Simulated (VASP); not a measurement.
Here is a VASP 6.6.1 calculation.

The input INCAR:

```
PREC     = Accurate       # precision mode
ENCUT    = 520            # plane-wave cutoff, eV
EDIFF    = 1E-7           # SCF threshold, eV
ISMEAR   = 0              # smearing method
SIGMA    = 0.15           # smearing width, eV
LREAL    = False          # projectors in reciprocal space
LASPH    = True           # aspherical terms in the spheres
NELM     = 60             # most SCF steps
ALGO     = Normal         # electronic algorithm
ISIF     = 2              # what is computed and relaxed
LWAVE    = False          # write WAVECAR
LCHARG   = False          # write CHGCAR
GGA      = PE             # functional
NBANDS   = 21             # bands
```

File KPOINTS:

```
regular mesh
0
Gamma
  14 14 14
```

The input POSCAR:

```
Ge
1.0
    0.0000000000      2.9136331000      2.8287700000
    2.9136331000      0.0000000000      2.8287700000
    2.9136331000      2.9136331000      0.0000000000
Ge
2
Direct
    0.5000000000      0.5000000000      0.5000000000
    0.7500000000      0.7500000000      0.7500000000
```

Potentials or basis: VASP PAW PBE potentials, release 64 (Ge_d).

Command:

```sh
$ cat potpaw_PBE.64/Ge_d/POTCAR > POTCAR
$ mpirun -np 1 vasp_std > vasp.out
```

**Question.** What does it give for the band gap on the k mesh?

**Answer.** 0.04 eV (least direct gap 0.21 eV).

**Question.** What does it give for the pressure?

**Answer.** -0.4 GPa.

Stress tensor (GPa, compression positive):
```
-0.99  0.00  0.00
 0.00 -0.99  0.00
 0.00  0.00  0.88
```

Caveat: the cell differs from its parent crystal (strain +0.030 along x and y, +0.000 along z); the smearing spreads over this small gap. A k mesh can miss the band edges.
